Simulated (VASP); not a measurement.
# ZnH5 (P-6m2) in VASP: further runs, part 2 of 2

VASP 6.6.1. The steps go on from the part before.

### 3 Single point, PBE

This run uses another cell than the first one, of 18.07 Å³/atom.

Input file INCAR:

```
  ALGO = Normal
  EDIFF = 1E-7
  ENCUT = 520
  GGA = PE
  ISIF = 2
  ISMEAR = 0
  LASPH = True
  LCHARG = True
  LELF = True
  LREAL = False
  LVHAR = True
  LWAVE = False
  NBANDS = 18
  NELM = 80
  PREC = Accurate
  SIGMA = 0.1
```

Input file KPOINTS:

```
k-points
0
Gamma
  12 12 6
```

Input file POSCAR:

```
ZnH5
1.0
    4.3855271515      0.0000000000      0.0000000000
   -2.1927635758      3.7979779222      0.0000000000
    0.0000000000      0.0000000000      6.5082104998
Zn H
1 5
Direct
    0.0000000000      0.0000000000      0.0000000000
    0.0000000000      0.0000000000      0.5577530948
    0.0000000000      0.0000000000      0.4422469052
    0.2166890544      0.7833109456      0.0000000000
    0.2166890544      0.4333781089      0.0000000000
    0.5666218911      0.7833109456      0.0000000000
```

Potentials or basis: VASP PAW PBE potentials, release 64 (Zn, H).

Command:

```sh
cat potpaw_PBE.64/Zn/POTCAR potpaw_PBE.64/H/POTCAR > POTCAR
mpirun -np 1 vasp_std > vasp.out
```

OUTCAR:

```text
EDIFF = 1E-7
   ENCUT = 520
   GGA = PE
   ISIF = 2
   ISMEAR = 0
   LASPH = True
   LREAL = False
   NELM = 80
   PREC = Accurate

 ion  position               nearest neighbor table
   1  0.000  0.000  0.000-   4 1.65   6 1.65   5 1.65
   2  0.000  0.000  0.558-   3 0.75
   3  0.000  0.000  0.442-   2 0.75
   4  0.217  0.783  0.000-   1 1.65
   5  0.217  0.433  0.000-   1 1.65
   6  0.567  0.783  0.000-   1 1.65

  LATTYP: Found a hexagonal cell.
 ALAT       =     4.3855271515
 C/A-ratio  =     1.4840201132

  Lattice vectors:

 A1 = (   4.3855271515,   0.0000000000,   0.0000000000)
 A2 = (  -2.1927635758,   3.7979779222,   0.0000000000)
 A3 = (   0.0000000000,   0.0000000000,   6.5082104998)

Analysis of symmetry for initial positions (statically):
=====================================================================
 Subroutine PRICEL returns:
 Original cell was already a primitive cell.

 Routine SETGRP: Setting up the symmetry group for a
 hexagonal supercell.

 Subroutine GETGRP returns: Found 12 space group operations
 (whereof 12 operations were pure point group operations)
 out of a pool of 24 trial point group operations.

The static configuration has the point symmetry D_3h.

Analysis of symmetry for dynamics (positions and initial velocities):
=====================================================================
 Subroutine PRICEL returns:
 Original cell was already a primitive cell.

 Routine SETGRP: Setting up the symmetry group for a
 hexagonal supercell.

 Subroutine GETGRP returns: Found 12 space group operations
 (whereof 12 operations were pure point group operations)
 out of a pool of 24 trial point group operations.

[... 120 lines left out ...]
   NUPDOWN=      -1.0000    fix difference up-down
   EMIN   =  10.00;   EMAX   =-10.00  energy-range for DOS
   EFERMI =   0.00;   METHOD = LEGACY
   ISMEAR =     0;   SIGMA  =   0.10  broadening in eV -4-tet -1-fermi 0-gaus
   EFERMI_NEDOS =   21; number of points for ismear=-14 and -15
   IALGO  =     38    algorithm
   IMIX   =      4    mixing-type and parameters
     AMIX     =   0.40;   BMIX     =  1.00
     AMIX_MAG =   1.60;   BMIX_MAG =  1.00
  volume/ion in A,a.u.               =      18.07       121.92
  Fermi-wavevector in a.u.,A,eV,Ry     =   0.882834  1.668315 10.604332  0.779396
  Thomas-Fermi vector in A             =   2.003519
   LORBIT       =      0    0 simple, 1 ext, 2 COOP (PROOUT), +10 PAW based schemes
   GGA     = PE    functional components
   LHFCALC =     F    Hartree Fock is set to
   AEXX    =    0.0000 exact exchange contribution
   IVDW    =     0    specifies the selected vdW correction
   LEPSILON=     F    determine dielectric tensor
   LRPA    =     F    only Hartree local field effects (RPA)
 non-spin polarized calculation
 Gauss-broadening in eV      SIGMA  =   0.10
  energy-cutoff  :      520.00
  volume of cell :      108.40
 maximum number of plane-waves:      2940
 NGX is ok and might be reduce to    36
   NGX = 17   NGY = 17   NGZ = 25

 number of electron      17.0000003 magnetization

 Free energy of the ion-electron system (eV)
  ---------------------------------------------------
  ext. energy  EPLUGINS =         0.00000000
  ---------------------------------------------------
  free energy    TOTEN  =       -14.85845810 eV

  energy without entropy =      -14.84699464  energy(sigma->0) =      -14.85272637

 E-fermi :  -2.9070     XC(G=0):  -5.3925

 val. band max:       -2.9210839410   @ k =   0.5000   0.0000   0.5000
 cond. band min:      -2.8885154515   @ k =   0.4167   0.0000   0.0000
 fundamental gap:      0.0325684895
 Fermi energy:        -2.9070475446

 k-point     1 :       0.0000    0.0000    0.0000
  band No.  band energies     occupation
      1     -10.5687      2.00000
      2      -9.6078      2.00000
      3      -9.6078      2.00000
      4      -9.3797      2.00000
      5      -9.3478      2.00000
      6      -9.3478      2.00000
[... 481 lines left out ...]
      5      -9.3508      2.00000
      6      -9.1198      2.00000
[... 10 lines left out ...]
     17       6.9621      0.00000
     18       7.7452      0.00000

 [... further k-points ...]
[... 5 lines left out ...]
  --------------------------------------------------------------------------------------
  -------------------------------------------------------------------------------------
  Total       -0.0097734     -0.0097734     -0.0524156      0.0000000      0.0000000      0.0000000
  in kB       -0.1444507     -0.1444507     -0.7747035      0.0000000      0.0000000      0.0000000
  external PRESSURE =      -0.3545350 kB  Pullay stress =       0.0000000 kB

 VOLUME and BASIS-vectors are now :
 -----------------------------------------------------------------------------
  energy-cutoff  :      520.00
  volume of cell :      108.40
      direct lattice vectors                 reciprocal lattice vectors
     4.385527151  0.000000000  0.000000000     0.228022759  0.131649001  0.000000000
    -2.192763576  3.797977922  0.000000000     0.000000000  0.263298002  0.000000000
     0.000000000  0.000000000  6.508210500     0.000000000  0.000000000  0.153652068

 POSITION                                       TOTAL-FORCE (eV/Angst)
 -----------------------------------------------------------------------------------
      0.00000      0.00000      0.00000         0.000000      0.000000      0.000000
      0.00000      0.00000      3.62997         0.000000      0.000000     -0.010496
      0.00000      0.00000      2.87824         0.000000      0.000000      0.010496
     -0.76732      2.97500      0.00000         0.024073     -0.013899      0.000000
     -0.00000      1.64596      0.00000        -0.000000      0.027797     -0.000000
      0.76732      2.97500      0.00000        -0.024073     -0.013899      0.000000
 -----------------------------------------------------------------------------------
    total drift:                                0.000002     -0.000001      0.000000

  FREE ENERGIE OF THE ION-ELECTRON SYSTEM (eV)
  ---------------------------------------------------
  free  energy   TOTEN  =       -14.8584581048 eV

  energy  without entropy=      -14.8469946428  energy(sigma->0) =      -14.85272637
```

stdout:

```text
POSCAR found type information on POSCAR ZnH
 POSCAR found :  2 types and       6 ions
 scaLAPACK will be used
 LDA part: xc-table for (Slater+PW92), standard interpolation
 POSCAR, INCAR and KPOINTS ok, starting setup
 FFT: planning ... GRIDC
 FFT: planning ... GRID_SOFT
 FFT: planning ... GRID
 WAVECAR not read
 entering main loop
```

Run time: 55 s. Hardware: 1 thread of Intel Xeon 6975P-C (Granite Rapids), shared host; peak memory 0.3 GiB.

Results:

```
Free energy            : -14.8585 eV
Pressure               : 0.0 GPa
Largest force          : 0.028 eV/Å
Band gap on the k mesh : zero (an odd number of electrons rules out a gap without spin polarisation)
```

Forces in eV/Å, atoms in the order of the input:
```
Zn   0.000  0.000  0.000
H    0.000  0.000 -0.010
H    0.000  0.000  0.010
H    0.024 -0.014  0.000
H    0.000  0.028  0.000
H   -0.024 -0.014  0.000
```

### 4 Single point, PBE

This run uses another cell than the first one, of 18.07 Å³/atom.

Input file INCAR:

```
SYSTEM = ZnH5
ALGO     = Normal         ! electronic algorithm
EDIFF    = 1E-6           ! SCF threshold, eV
ENCUT    = 520            ! plane-wave cutoff, eV
GGA      = PE             ! functional
ISIF     = 2              ! what is computed and relaxed
ISMEAR   = 0              ! smearing method
LASPH    = .TRUE.         ! aspherical terms in the spheres
LCHARG   = .TRUE.         ! write CHGCAR
LELF     = .TRUE.         ! ELF
LREAL    = .FALSE.        ! projectors in reciprocal space
LVHAR    = .TRUE.       
LWAVE    = .FALSE.        ! write WAVECAR
NBANDS   = 18             ! bands
NELM     = 80             ! most SCF steps
PREC     = Accurate       ! precision mode
SIGMA    = 0.1            ! smearing width, eV
```

Input file KPOINTS:

```
k-points
0
G
  12 12 8
  0 0 0
```

POSCAR is that of step 3.

Command:

```sh
cat potpaw_PBE.64/Zn/POTCAR potpaw_PBE.64/H/POTCAR > POTCAR
mpirun -np 1 vasp_std > vasp.out
```

Wall time 89 s (1 thread of Intel Xeon 6975P-C (Granite Rapids), shared host); peak memory 0.33 GiB.

It converged, with:

| Property | Result |
| --- | --- |
| Free energy | -14.8585 eV |
| Pressure | 0.0 GPa |
| Largest force | 0.028 eV/Å |
| Band gap on the k mesh | zero (an odd number of electrons rules out a gap without spin polarisation) |

Forces in eV/Å, atoms in the order of the input:
```
Zn   0.000  0.000  0.000
H    0.000  0.000 -0.010
H    0.000  0.000  0.010
H    0.024 -0.014  0.000
H    0.000  0.028  0.000
H   -0.024 -0.014  0.000
```

Levels at points of the mesh, in eV from the Fermi level:
```
           k point  band 5  band 6  band 7  band 8  band 9  band 10  band 11  band 12
(0.00, 0.00, 0.00)   -6.44   -6.44   -5.59    0.64    0.64     1.78     3.40     5.84
(0.50, 0.00, 0.00)   -6.44   -6.13   -4.88   -3.36   -0.02     3.02     4.48     6.06
(0.00, 0.00, 0.50)   -6.44   -6.19   -5.99    0.65    0.65     2.72     2.86     6.26
(0.50, 0.00, 0.50)   -6.44   -6.06   -4.97   -3.49   -0.01     4.32     4.56     4.82
```

### 5 The runs side by side

| task | cell | k mesh | cutoff (eV) | gap on the mesh (eV) | pressure (GPa) | largest force (eV/Å) |
| --- | --- | --- | --- | --- | --- | --- |
| relaxation of cell and atoms | relaxed from a = 3.223, b = 3.223, c = 4.834 Å, angles 90.0, 90.0, 120.0°, 6 atoms, atomic positions A | 6 × 6 × 4 | 600 | none | -0.1 | 0.04 |
| single point | a = 4.386, b = 4.386, c = 6.508 Å, angles 90.0, 90.0, 120.0°, 6 atoms, atomic positions B | 12 × 12 × 6 | 520 | none | 0.0 | 0.03 |
| single point | a = 4.386, b = 4.386, c = 6.508 Å, angles 90.0, 90.0, 120.0°, 6 atoms, atomic positions B | 12 × 12 × 8 | 520 | none | 0.0 | 0.03 |

Alike in all rows: level PBE; potentials or basis VASP PAW PBE potentials, release 64 (Zn, H); no spin polarisation; smearing gaussian 0.1 eV.

Caveats: some runs use coarse meshes; the volume moved by over 15 % at a fixed basis, so the end points are rough (at least some runs).

Absolute energies hang on the potentials; compare differences alone.

The gap in the log of VASP goes by the Fermi energy; the results here count the filled bands.